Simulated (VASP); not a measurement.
Here is a VASP 6.6.1 calculation.

The input INCAR:

```
ALGO     = Normal         # electronic algorithm
EDIFF    = 1E-6           # SCF threshold, eV
ENCUT    = 520            # plane-wave cutoff, eV
GGA      = PE             # functional
ISIF     = 2              # what is computed and relaxed
ISMEAR   = -1             # smearing method
LASPH    = T              # aspherical terms in the spheres
LCHARG   = T              # write CHGCAR
LELF     = T              # ELF
LREAL    = F              # projectors in reciprocal space
LVHAR    = T            
LWAVE    = F              # write WAVECAR
NBANDS   = 18             # bands
NELM     = 80             # most SCF steps
PREC     = Accurate       # precision mode
SIGMA    = 0.05           # smearing width, eV
```

File KPOINTS:

```
k-points
0
Gamma
  7 7 7
```

Contents of POSCAR:

```
ZnAu
1.0
    3.1155300000      0.0000000000      0.0000000000
    0.0000000000      3.1155300000      0.0000000000
    0.0000000000      0.0000000000      3.1470000000
Au Zn
1 1
Direct
    0.0000000000      0.0000000000      0.0000000000
    0.5000000000      0.5000000000      0.5000000000
```

Potentials or basis: VASP PAW PBE potentials, release 64 (Au, Zn).

Command:

```sh
$ cat potpaw_PBE.64/Au/POTCAR potpaw_PBE.64/Zn/POTCAR > POTCAR
$ mpirun -np 1 vasp_std > vasp.out
```

**Question.** What does it give for the pressure?

**Answer.** 7.7 GPa.

Stress tensor (GPa, compression positive):
```
7.24 0.00 0.00
0.00 7.24 0.00
0.00 0.00 8.75
```
